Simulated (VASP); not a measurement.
Runs of VASP 6.6.1 on Tl. Symmetry: Im-3m, No. 229, cubic system. The conventional cell has a = 3.882 Å, b = 3.882 Å, c = 3.882 Å, α = 90.00°, β = 90.00°, γ = 90.00°. Within 4.4 Å of Tl (site symmetry m-3m) lie 14 Tl at 3.36 to 3.88 Å. This isn't the form of Tl at room conditions, which is hcp.

```tsv
task	level	potentials or basis	spin	cell	k mesh	smearing	mended	gap on the mesh (eV)	pressure (GPa)
single point	LDA	VASP PAW LDA potentials, release 64 (Tl_d)	off	as given	6 × 6 × 6	gaussian 0.1 eV	-	none	(a)
single point	PBEsol	VASP PAW PBE potentials, release 64 (Tl_d)	off	as given	6 × 6 × 6	gaussian 0.1 eV	-	none	-0.7
single point	PBE	VASP PAW PBE potentials, release 64 (Tl_d)	collinear, zero start	as given	6 × 6 × 6	gaussian 0.1 eV	-	none	2.3
single point	PBE	VASP PAW PBE potentials, release 64 (Tl_d)	off	as given	6 × 6 × 6	tetrahedron	-	none	2.0
single point	revPBE	VASP PAW PBE potentials, release 64 (Tl_d)	off	as given	6 × 6 × 6	gaussian 0.1 eV	-	none	3.7
single point	PBE	VASP PAW PBE potentials, release 64 (Tl_d)	off	as given	6 × 6 × 6	methfessel-paxton 0.04 eV	-	none	2.3
relaxation of cell and atoms	PBEsol	VASP PAW PBE potentials, release 64 (Tl_d)	off	relaxed to -3 GPa	2 × 3 × 1, shifted	methfessel-paxton 0.078 eV	yes	none	-3.0
```

Alike in all rows: cutoff (eV) 500.

Task: Estimate the missing entries.

Result: (a) -2.3.

Caveats: some runs use coarse meshes; spin-orbit coupling is left out, which moves the levels of the heavy elements; the PAW data sets were made with another functional, which shifts forces and pressure a little (at least some runs); tetrahedron occupations give inexact forces and stress in metals (at least some runs); the cell is relaxed towards a set pressure, so the run minimises the enthalpy, not the energy (at least some runs); a cell axis changed by over 15 % at a fixed basis, so the end point is rough (at least some runs).

A k mesh can miss the band edges, and the runs leave out spin-orbit coupling on Tl.

A gap of «none» marks levels without a gap at the run's occupations.
